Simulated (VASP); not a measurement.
A run of VASP 6.6.1:

Contents of POSCAR:

```
SiC
1.0
    3.0151581235      0.0000000000      0.0000000000
   -1.5075790618      2.6112035314      0.0000000000
    0.0000000000      0.0000000000      9.8682887319
Si C
4 4
Direct
    0.6666666667      0.3333333333      0.9378156994
    0.3333333333      0.6666666667      0.4378156994
    0.0000000000      0.0000000000      0.6879373597
    0.0000000000      0.0000000000      0.1879373597
    0.6666666667      0.3333333333      0.7497988929
    0.3333333333      0.6666666667      0.2497988929
    0.0000000000      0.0000000000      0.5004470479
    0.0000000000      0.0000000000      0.0004470479
```

File INCAR.step1:

```
  ALGO = Normal
  EDIFF = 1E-4
  ENCUT = 520
  GGA = PE
  ISMEAR = 0
  LASPH = T
  LCHARG = F
  LREAL = F
  LWAVE = T
  NBANDS = 26
  NELM = 80
  PREC = Accurate
  SIGMA = 0.02
```

Contents of INCAR.step2:

```
  ALGO = Normal
  EDIFF = 1E-6
  ENCUT = 520
  ISIF = 2
  ISMEAR = 0
  ISTART = 1
  LASPH = T
  LCHARG = F
  LMIXTAU = T
  LREAL = F
  LWAVE = F
  METAGGA = R2SCAN
  NBANDS = 26
  NELM = 80
  PREC = Accurate
  SIGMA = 0.02
```

KPOINTS

```
k-points
0
Gamma
  12 12 4
```

Potentials or basis: VASP PAW PBE potentials, release 64 (Si, C).

The run is started by

```bash
$ cat potpaw_PBE.64/Si/POTCAR potpaw_PBE.64/C/POTCAR > POTCAR
$ cp INCAR.step1 INCAR
$ mpirun -np 1 vasp_std > vasp.out
$ cp INCAR.step2 INCAR
$ mpirun -np 1 vasp_std > vasp.out
```

Hardware: 1 thread of Intel(R) Xeon(R) 6975P-C (Granite Rapids) (shared host).

Estimate the wall time of this run.

Run time: 2.6 min on 1 thread of Intel(R) Xeon(R) 6975P-C (Granite Rapids), on a shared host, peak memory 0.25 GiB. Counts: k points 57.
